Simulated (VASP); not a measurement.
# InPd (Pm-3m) in VASP: notebook, part 3 of 3

VASP 6.6.1. Earlier steps stand in the parts before.

## 4. Electric field gradients, LDA (volume scaled by 1.03)

INCAR reads:

```
ALGO = Normal ; EDIFF = 1E-8
ENCUT = 520 ; GGA = CA
ISIF = 2 ; ISMEAR = -1
LASPH = True ; LCHARG = False
LEFG = True ; LREAL = False
LWAVE = False ; NBANDS = 18
NELM = 80 ; PREC = Accurate
SIGMA = 0.03
```

KPOINTS reads:

```
k-points
0
Gamma
  13 13 13
```

POSCAR reads:

```
InPd
1.0
    3.3042817858      0.0000000000      0.0000000000
    0.0000000000      3.3042817858      0.0000000000
    0.0000000000      0.0000000000      3.3042817858
In Pd
1 1
Direct
    0.0000000000      0.0000000000      0.0000000000
    0.5000000000      0.5000000000      0.5000000000
```

Potentials or basis: VASP PAW LDA potentials, release 64 (In_d, Pd).

On the command line:

```
cat potpaw_LDA.64/In_d/POTCAR potpaw_LDA.64/Pd/POTCAR > POTCAR
mpirun -np 1 vasp_std > vasp.out
```

OUTCAR:

```text
EDIFF = 1E-8
   ENCUT = 520
   GGA = CA
   ISIF = 2
   ISMEAR = -1
   LASPH = True
   LREAL = False
   NELM = 80
   PREC = Accurate

 ion  position               nearest neighbor table
   1  0.000  0.000  0.000-   2 2.86   2 2.86   2 2.86   2 2.86   2 2.86   2 2.86   2 2.86   2 2.86

   2  0.500  0.500  0.500-   1 2.86   1 2.86   1 2.86   1 2.86   1 2.86   1 2.86   1 2.86   1 2.86

  LATTYP: Found a simple cubic cell.
 ALAT       =     3.3042817858

  Lattice vectors:

 A1 = (   3.3042817858,   0.0000000000,   0.0000000000)
 A2 = (   0.0000000000,   3.3042817858,   0.0000000000)
 A3 = (   0.0000000000,   0.0000000000,   3.3042817858)

Analysis of symmetry for initial positions (statically):
=====================================================================
 Subroutine PRICEL returns:
 Original cell was already a primitive cell.

 Routine SETGRP: Setting up the symmetry group for a
 simple cubic supercell.

 Subroutine GETGRP returns: Found 48 space group operations
[... 9 lines left out ...]

 Routine SETGRP: Setting up the symmetry group for a
 simple cubic supercell.

 Subroutine GETGRP returns: Found 48 space group operations
[... 11 lines left out ...]
                                     Primitive cell

  volume of cell :      36.0771

  direct lattice vectors                    reciprocal lattice vectors
     3.304281786  0.000000000  0.000000000     0.302637627  0.000000000  0.000000000
     0.000000000  3.304281786  0.000000000     0.000000000  0.302637627  0.000000000
     0.000000000  0.000000000  3.304281786     0.000000000  0.000000000  0.302637627

  length of vectors
     3.304281786  3.304281786  3.304281786     0.302637627  0.302637627  0.302637627

  position of ions in fractional coordinates (direct lattice)
     0.000000000  0.000000000  0.000000000
     0.500000000  0.500000000  0.500000000

  ion indices of the primitive-cell ions
   primitive index   ion index
                 1           1
                 2           2

----------------------------------------------------------------------------------------

 KPOINTS: k-points

Automatic generation of k-mesh.
 Grid dimensions read from file:
 generate k-points for:   13   13   13

 Generating k-lattice:

  Cartesian coordinates                     Fractional coordinates (reciprocal lattice)
     0.023279817  0.000000000  0.000000000     0.076923077  0.000000000  0.000000000
     0.000000000  0.023279817  0.000000000     0.000000000  0.076923077  0.000000000
     0.000000000  0.000000000  0.023279817     0.000000000  0.000000000  0.076923077

  Length of vectors
     0.023279817  0.023279817  0.023279817

  Shift w.r.t. Gamma in fractional coordinates (k-lattice)
     0.000000000  0.000000000  0.000000000

 Subroutine IBZKPT returns following result:
 ===========================================

 Found     84 irreducible k-points:
[... 42 lines left out ...]
   LSORBIT =      F    spin-orbit coupling
   LASPH  =      T    aspherical Exc in radial PAW
   ENCUT  =  520.0 eV  38.22 Ry    6.18 a.u.   6.14  6.14  6.14*2*pi/ulx,y,z
   NELM   =     80;   NELMIN=  2; NELMDL= -5     # of ELM steps
   EDIFF  = 0.1E-07   stopping-criterion for ELM
   LREAL  =      F    real-space projection
   EDIFFG = 0.1E-06   stopping-criterion for IOM
   NSW    =      0    number of steps for IOM
   IBRION =     -1    ionic relax: 0-MD 1-quasi-New 2-CG
   NFREE  =      0    steps in history (QN), initial steepest desc. (CG)
   ISIF   =      2    stress and relaxation
   ISYM   =      2    0-nonsym 1-usesym 2-fastsym
   POTIM  = 0.5000    time-step for ionic-motion
   TEBEG  =    0.0;   TEEND  =   0.0 temperature during run
   PSTRESS=    0.0 pullay stress
   NELECT =      23.0000    total number of electrons
   NUPDOWN=      -1.0000    fix difference up-down
   EMIN   =  10.00;   EMAX   =-10.00  energy-range for DOS
   EFERMI =   0.00;   METHOD = LEGACY
   ISMEAR =    -1;   SIGMA  =   0.03  broadening in eV -4-tet -1-fermi 0-gaus
   EFERMI_NEDOS =   21; number of points for ismear=-14 and -15
   IALGO  =     38    algorithm
   IMIX   =      4    mixing-type and parameters
     AMIX     =   0.40;   BMIX     =  1.00
     AMIX_MAG =   1.60;   BMIX_MAG =  1.00
  volume/ion in A,a.u.               =      18.04       121.73
  Fermi-wavevector in a.u.,A,eV,Ry     =   1.408987  2.662600 27.010895  1.985245
  Thomas-Fermi vector in A             =   2.531089
   LORBIT       =      0    0 simple, 1 ext, 2 COOP (PROOUT), +10 PAW based schemes
   GGA     = CA    functional components
   LHFCALC =     F    Hartree Fock is set to
   AEXX    =    0.0000 exact exchange contribution
   IVDW    =     0    specifies the selected vdW correction
   LEPSILON=     F    determine dielectric tensor
   LRPA    =     F    only Hartree local field effects (RPA)
 non-spin polarized calculation
  energy-cutoff  :      520.00
  volume of cell :       36.08
 maximum number of plane-waves:       986
 NGX is ok and might be reduce to    28
   NGX = 13   NGY = 13   NGZ = 13

 number of electron      23.0000003 magnetization

 Free energy of the ion-electron system (eV)
  ---------------------------------------------------
  ext. energy  EPLUGINS =         0.00000000
  ---------------------------------------------------
  free energy    TOTEN  =       -10.71184049 eV

  energy without entropy =      -10.70819691  energy(sigma->0) =      -10.71001870

 E-fermi :   9.7995     XC(G=0): -12.3723

 val. band max:        9.7933276238   @ k =   0.4615   0.3846   0.3846
 cond. band min:       9.7999367346   @ k =   0.3846   0.3846   0.1538
 fundamental gap:      0.0066091109
 Fermi energy:         9.7994675123

 k-point     1 :       0.0000    0.0000    0.0000
  band No.  band energies     occupation
      1      -5.0080      2.00000
      2      -5.0080      2.00000
      3      -4.6295      2.00000
      4      -4.6295      2.00000
      5      -4.6295      2.00000
      6      -0.0946      2.00000
[... 481 lines left out ...]
      5      -4.5726      2.00000
      6       3.0811      2.00000
[... 10 lines left out ...]
     17      21.9245      0.00000
     18      22.5731      0.00000

 [... further k-points ...]
[... 5 lines left out ...]
  --------------------------------------------------------------------------------------
  -------------------------------------------------------------------------------------
  Total       -2.1211176     -2.1211176     -2.1211176     -0.0000000     -0.0000000     -0.0000000
  in kB      -94.1985250    -94.1985250    -94.1985250     -0.0000000     -0.0000000     -0.0000000
  external PRESSURE =     -94.1985250 kB  Pullay stress =       0.0000000 kB

 VOLUME and BASIS-vectors are now :
 -----------------------------------------------------------------------------
  energy-cutoff  :      520.00
  volume of cell :       36.08
      direct lattice vectors                 reciprocal lattice vectors
     3.304281786  0.000000000  0.000000000     0.302637627  0.000000000  0.000000000
     0.000000000  3.304281786  0.000000000     0.000000000  0.302637627  0.000000000
     0.000000000  0.000000000  3.304281786     0.000000000  0.000000000  0.302637627

 POSITION                                       TOTAL-FORCE (eV/Angst)
 -----------------------------------------------------------------------------------
      0.00000      0.00000      0.00000         0.000000      0.000000      0.000000
      1.65214      1.65214      1.65214         0.000000      0.000000      0.000000
 -----------------------------------------------------------------------------------
    total drift:                                0.000000      0.000000      0.000000

  FREE ENERGIE OF THE ION-ELECTRON SYSTEM (eV)
  ---------------------------------------------------
  free  energy   TOTEN  =       -10.7118404933 eV

  energy  without entropy=      -10.7081969137  energy(sigma->0) =      -10.71001870

 Electric field gradients (V/A^2)
---------------------------------------------------------------------
 ion       V_xx      V_yy      V_zz      V_xy      V_xz      V_yz
---------------------------------------------------------------------
   1      -0.000    -0.000    -0.000    -0.000    -0.000     0.000
   2       0.000    -0.000     0.000    -0.000    -0.000     0.000
---------------------------------------------------------------------

 Electric field gradients after diagonalization (V/A^2)
 (convention: |V_zz| > |V_xx| > |V_yy|)
----------------------------------------------------------------------
 ion       V_xx      V_yy      V_zz     asymmetry (V_yy - V_xx)/ V_zz
----------------------------------------------------------------------
   1      -0.000    -0.000    -0.000      -0.134
   2       0.000    -0.000     0.000      -0.103
----------------------------------------------------------------------

           NMR quadrupolar parameters

 Cq : quadrupolar parameter    Cq=e*Q*V_zz/h
 eta: asymmetry parameters     (V_yy - V_xx)/ V_zz
 Q  : nuclear electric quadrupole moment in mb (millibarn)
----------------------------------------------------------------------
 ion       Cq(MHz)       eta       Q (mb)
----------------------------------------------------------------------
   1      -0.000      -0.134       1.000
   2       0.000      -0.103       1.000
----------------------------------------------------------------------
```

Run time: 65 s. Hardware: 1 thread of AMD EPYC 7R43 (Zen 3), shared host; peak memory 0.15 GiB.

Results:

| Item | Value |
| --- | --- |
| Free energy | -10.7118 eV |
| Pressure | -9.4 GPa |

Levels at points of the mesh, in eV from the Fermi level:
```
           k point  band 9  band 10  band 11  band 12  band 13  band 14
(0.00, 0.00, 0.00)   -2.24    -2.24    -2.24     4.06     4.06     4.06
```

Caveat: without QUAD_EFG the Cq values of the log hold for a quadrupole moment of 1 mb, not for the nuclei; spin-orbit coupling is left out, which moves the levels of the heavy elements.

## 5. Electric field gradients, LDA (volume scaled by 1.06)

INCAR reads:

```
SYSTEM = InPd
ALGO = Normal
EDIFF = 1E-8
ENCUT = 520
GGA = CA
ISIF = 2
ISMEAR = -1
LASPH = .TRUE.
LCHARG = .FALSE.
LEFG = .TRUE.
LREAL = .FALSE.
LWAVE = .FALSE.
NBANDS = 18
NELM = 100
PREC = Accurate
SIGMA = 0.03
```

KPOINTS reads:

```
k-points
0
G
  13 13 13
  0 0 0
```

POSCAR reads:

```
InPd
1.0
    3.3360556752      0.0000000000      0.0000000000
    0.0000000000      3.3360556752      0.0000000000
    0.0000000000      0.0000000000      3.3360556752
In Pd
1 1
Direct
    0.0000000000      0.0000000000      0.0000000000
    0.5000000000      0.5000000000      0.5000000000
```

Potentials or basis: VASP PAW LDA potentials, release 64 (In_d, Pd).

On the command line:

```
cat potpaw_LDA.64/In_d/POTCAR potpaw_LDA.64/Pd/POTCAR > POTCAR
mpirun -np 1 vasp_std > vasp.out
```

OUTCAR:

```text
SYSTEM = InPd
   EDIFF = 1E-8
   ENCUT = 520
   GGA = CA
   ISIF = 2
   ISMEAR = -1
   LASPH = .TRUE.
   LREAL = .FALSE.
   NELM = 100
   PREC = Accurate

 ion  position               nearest neighbor table
   1  0.000  0.000  0.000-   2 2.89   2 2.89   2 2.89   2 2.89   2 2.89   2 2.89   2 2.89   2 2.89

   2  0.500  0.500  0.500-   1 2.89   1 2.89   1 2.89   1 2.89   1 2.89   1 2.89   1 2.89   1 2.89

  LATTYP: Found a simple cubic cell.
 ALAT       =     3.3360556752

  Lattice vectors:

 A1 = (   3.3360556752,   0.0000000000,   0.0000000000)
[... 718 lines left out ...]
  free  energy   TOTEN  =       -10.6428063609 eV

  energy  without entropy=      -10.6398729959  energy(sigma->0) =      -10.64133968

 Electric field gradients (V/A^2)
---------------------------------------------------------------------
 ion       V_xx      V_yy      V_zz      V_xy      V_xz      V_yz
---------------------------------------------------------------------
   1       0.000     0.000     0.000    -0.000     0.000    -0.000
   2       0.000     0.000    -0.000     0.000    -0.000    -0.000
---------------------------------------------------------------------

 Electric field gradients after diagonalization (V/A^2)
 (convention: |V_zz| > |V_xx| > |V_yy|)
----------------------------------------------------------------------
 ion       V_xx      V_yy      V_zz     asymmetry (V_yy - V_xx)/ V_zz
----------------------------------------------------------------------
   1       0.000     0.000     0.000      -0.060
   2       0.000     0.000    -0.000       0.137
----------------------------------------------------------------------

           NMR quadrupolar parameters

 Cq : quadrupolar parameter    Cq=e*Q*V_zz/h
 eta: asymmetry parameters     (V_yy - V_xx)/ V_zz
 Q  : nuclear electric quadrupole moment in mb (millibarn)
----------------------------------------------------------------------
 ion       Cq(MHz)       eta       Q (mb)
----------------------------------------------------------------------
   1       0.000      -0.060       1.000
   2      -0.000       0.137       1.000
----------------------------------------------------------------------
```

OSZICAR:

```text
N       E                     dE             d eps       ncg     rms          rms(c)
DAV:   1     0.165108882528E+03    0.16511E+03   -0.11173E+04  3106   0.163E+03
DAV:   2    -0.129049005566E+01   -0.16640E+03   -0.15913E+03  3064   0.364E+02
DAV:   3    -0.106525113461E+02   -0.93620E+01   -0.92323E+01  3452   0.910E+01
DAV:   4    -0.108609123597E+02   -0.20840E+00   -0.20822E+00  3690   0.122E+01
DAV:   5    -0.108710447532E+02   -0.10132E-01   -0.10132E-01  4134   0.263E+00    0.580E+00
DAV:   6    -0.106875394316E+02    0.18351E+00   -0.44117E-01  3392   0.837E+00    0.267E+00
DAV:   7    -0.106529610170E+02    0.34578E-01   -0.61620E-02  3994   0.402E+00    0.135E+00
DAV:   8    -0.106438209367E+02    0.91401E-02   -0.26161E-02  3300   0.128E+00    0.357E-01
DAV:   9    -0.106428485512E+02    0.97239E-03   -0.16321E-03  3976   0.641E-01    0.866E-02
DAV:  10    -0.106428101022E+02    0.38449E-04   -0.29183E-05  4468   0.635E-02    0.345E-02
DAV:  11    -0.106428064245E+02    0.36777E-05   -0.42157E-06  3490   0.164E-02    0.117E-02
DAV:  12    -0.106428063674E+02    0.57044E-07   -0.19133E-07  3828   0.433E-03    0.671E-03
DAV:  13    -0.106428063609E+02    0.65065E-08   -0.16421E-08  2598   0.168E-03
   1 F= -.10642806E+02 E0= -.10641340E+02  d E =-.293336E-02
```

Wall time 68 s (1 thread of AMD EPYC 7R43 (Zen 3), shared host); peak memory 0.15 GiB.

Results:

* Free energy: -10.6428 eV
* Pressure: -11.8 GPa

Caveat: without QUAD_EFG the Cq values of the log hold for a quadrupole moment of 1 mb, not for the nuclei; spin-orbit coupling is left out, which moves the levels of the heavy elements.

## 6. Overview

```csv
cell,gap on the mesh (eV),pressure (GPa)
"a = 3.272 Å, 2 atoms",none,-6.6
"a = 3.304 Å, 2 atoms",none,-9.4
"a = 3.336 Å, 2 atoms",none,-11.8
```

Alike in all rows: task electric field gradients; level LDA; potentials or basis VASP PAW LDA potentials, release 64 (In_d, Pd); no spin polarisation; k mesh 13 × 13 × 13; cutoff (eV) 520; smearing fermi-dirac 0.03 eV.

Caveats: spin-orbit coupling is left out, which moves the levels of the heavy elements.

Total energies depend on the potentials used, so only differences within one code and one set of settings carry meaning.
